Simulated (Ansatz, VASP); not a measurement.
**Al30Cu: VASP beside Ansatz**

```xyz
31
Lattice="8.1000 0.0000 0.0000 0.0000 8.1000 0.0000 0.0000 0.0000 8.1000" Properties=species:S:1:pos:R:3 pbc="T T T"
Al    4.0703    0.0022    0.0183
Al    6.0750    2.0053    0.0197
Al   -0.0203    0.0022    0.0183
Al    2.0250    2.0331   -0.0081
Al    4.0402    4.0543   -0.0056
Al    6.0750    6.0987    0.0147
Al    2.0250   -0.0016    2.0266
Al    4.0703    2.0067    2.0228
Al    6.0750    4.0773    2.0553
Al    4.1393   -0.0327    4.0095
Al    6.0750    2.0103    4.0263
Al    6.0750   -0.0303    6.0477
Al    0.0098    4.0543   -0.0056
Al    2.0250    6.0670   -0.0051
Al   -0.0203    2.0067    2.0228
Al    2.0250    4.0645    2.0297
Al    4.1393    6.1155    2.0577
Al   -0.0893   -0.0327    4.0095
Al    2.0250    2.0301    4.0580
Al    4.0564    4.0769    4.0617
Al    2.0250   -0.0047    6.0605
Al    4.0402    2.0306    6.0707
Al    6.0750    4.0536    6.0714
Al   -0.0893    6.1155    2.0577
Al   -0.0064    4.0769    4.0617
Al    2.0250    6.0714    4.0536
Al    0.0098    2.0306    6.0707
Al    2.0250    4.0534    6.0716
Al    4.0564    6.0633    6.0481
Al   -0.0064    6.0633    6.0481
Cu    6.0750   -2.0614    4.0864
```

Alike in both runs: functional PBE; k mesh 3 × 3 × 3; occupations gaussian, width 0.15 eV; no spin polarisation.

Ansatz relaxed the structure, and its values are those at the end. VASP's run is a single point on that final structure, the one shown.

|  | VASP | Ansatz |
| --- | --- | --- |
| version | VASP 6.6.1 | Ansatz 0.2.0 |
| potentials or method | VASP PAW PBE potentials, release 64 (Al, Cu), cutoff 520 eV | scalar-relativistic, plane waves, PAW |
| valence electrons in the cell | 101 | 109 |

Ansatz gave:

* rms of the force components (eV/Å): 0.003

Question: Estimate VASP's values.

Answer: rms of the force components (eV/Å): 0.004.

The functional is the same, so the differences come from potentials, cutoffs and numerics. VASP's potentials hold 101 valence electrons a cell and Ansatz's 109, so a difference there can come from the potentials and not from the codes.
